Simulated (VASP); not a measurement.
Write the native input for VASP 6.6.1 that does the following.

```yaml
Task: single point
Functional: LDA
Potentials_or_basis: VASP PAW LDA potentials, release 64 (Cd, F)
Cutoff: 520 eV
k_mesh: 8 × 8 × 8
Occupations: gaussian, width 0.05 eV
Spin: no spin polarisation
Dipole_correction: no
Further_INCAR_settings: ALGO = Normal; EDIFF = 1e-07; NBANDS = 20
```

The structure of CdF2 lies in POSCAR:

```
CdF2
1.0
    0.0000000000      2.6488277134      2.6488277134
    2.6488277134      0.0000000000      2.6488277134
    2.6488277134      2.6488277134      0.0000000000
Cd F
1 2
Direct
    0.0245210003      0.0245210003      0.0245210003
    0.2500000000      0.2500000000      0.2500000000
    0.7500000000      0.7500000000      0.7500000000
```

This cell differs from its parent crystal: all Cd atoms moved +0.225 Å, as atom 1 along Cartesian [1 1 1].

These files were run (other wordings do the same):

INCAR

```
SYSTEM = CdF2
PREC = Accurate
ENCUT = 520
EDIFF = 1E-7
ISMEAR = 0
SIGMA = 0.05
LREAL = .False.
LASPH = .True.
NELM = 60
ALGO = Normal
ISIF = 2
LWAVE = .False.
LCHARG = .False.
NBANDS = 20
```

KPOINTS

```
regular mesh
0
Gamma
  8 8 8
  0 0 0
```

Potentials or basis: VASP PAW LDA potentials, release 64 (Cd, F).

Run with:

```sh
$ cat potpaw_LDA.64/Cd/POTCAR potpaw_LDA.64/F/POTCAR > POTCAR
$ mpirun -np 1 vasp_std > vasp.out
```

Results of the run:

```yaml
Pressure: 5.0 GPa
Largest_force: 1.874 eV/Å
Band_gap_on_the_k_mesh: 3.02 eV (least direct gap 3.41 eV)
```

Caveat: the cell differs from its parent crystal (all Cd atoms moved +0.225 Å, as atom 1 along Cartesian [1 1 1]); the cell stands under pressure; forces of over 1 eV/Å act on the atoms, so gaps and moduli don't describe the material at rest.

It took 35 s on 1 thread of Intel(R) Xeon(R) Platinum 8259CL CPU @ 2.50GHz (Skylake/Cascade Lake) (shared host), peak memory 0.17 GiB.
